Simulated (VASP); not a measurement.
C, 4 atoms in the cell. The structure is trigonal, space group R-3m (No. 166). Conventional cell: a = 2.499 Å, b = 2.499 Å, c = 25.175 Å, α = 90.00°, β = 90.00°, γ = 120.00°. Within 1.9 Å of C (site symmetry 3m) lie 3 C at 1.44 Å. C (site symmetry 3m) has 3 C at 1.44 Å within 1.9 Å. 

```yaml
Program: VASP 6.6.1
Task: single point
Functional: LDA
Potentials_or_basis: VASP PAW LDA potentials, release 64 (C)
Cutoff: 520 eV
k_mesh: 12 × 12 × 12
Occupations: fermi-dirac, width 0.05 eV
Spin: no spin polarisation
Dipole_correction: no
Further_INCAR_settings: ALGO = Normal; EDIFF = 1e-06; NBANDS = 16
```

Potentials or basis: VASP PAW LDA potentials, release 64 (C).

Launch:

```console
$ cat potpaw_LDA.64/C/POTCAR > POTCAR
$ mpirun -np 1 vasp_std > vasp.out
```

Hardware: 1 thread of Intel(R) Xeon(R) 6975P-C (Granite Rapids), on a shared host.

How long does it take, and how much memory?

It took 9.6 min on 1 thread of Intel(R) Xeon(R) 6975P-C (Granite Rapids), with other jobs on the host, peak memory 0.43 GiB. Counts: scf iterations 13, k points 189.
